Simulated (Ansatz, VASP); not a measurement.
One calculation of TaSi5B2, two programs

```xyz
8
Lattice="-2.9334 2.9334 4.0143 2.9334 -2.9334 4.0143 2.9334 2.9334 -4.0143" Properties=species:S:1:pos:R:3 pbc="T T T"
Ta    0.0000    0.0000    0.0000
Si    0.0000    0.0000    4.0143
Si    1.4667    1.4667    2.0072
Si    1.4667    1.4667   -2.0072
Si   -1.4667    1.4667    2.0072
Si    1.4667   -1.4667    2.0072
B     0.0000    0.0000    2.2115
B     0.0000    0.0000    5.8171
```

Alike in both runs: functional PBE; k mesh 4 × 4 × 4; occupations gaussian, width 0.2 eV; no spin polarisation.

Ansatz relaxed the structure, and its values are those at the end. VASP's run is a single point on that final structure, the one shown.

```csv
,VASP,Ansatz
version,VASP 6.6.1,Ansatz 0.2.0
potentials or method,"VASP PAW PBE potentials, release 64 (Ta_pv, Si, B), cutoff 500 eV","scalar-relativistic, plane waves, PAW"
valence electrons in the cell,37,39
```

```csv
,VASP,Ansatz,Ansatz less VASP
gap on the k mesh at the Fermi level (eV),none,none,-
pressure (GPa),0.1,0.0,-0.02
```

A gap of «none» marks a metal or a gap that the smearing closes. VASP's potentials hold 37 valence electrons a cell and Ansatz's 39, so a difference there can come from the potentials and not from the codes.

The k mesh is coarse, so the values compare programs but aren't converged. Neither program's run includes spin-orbit coupling.
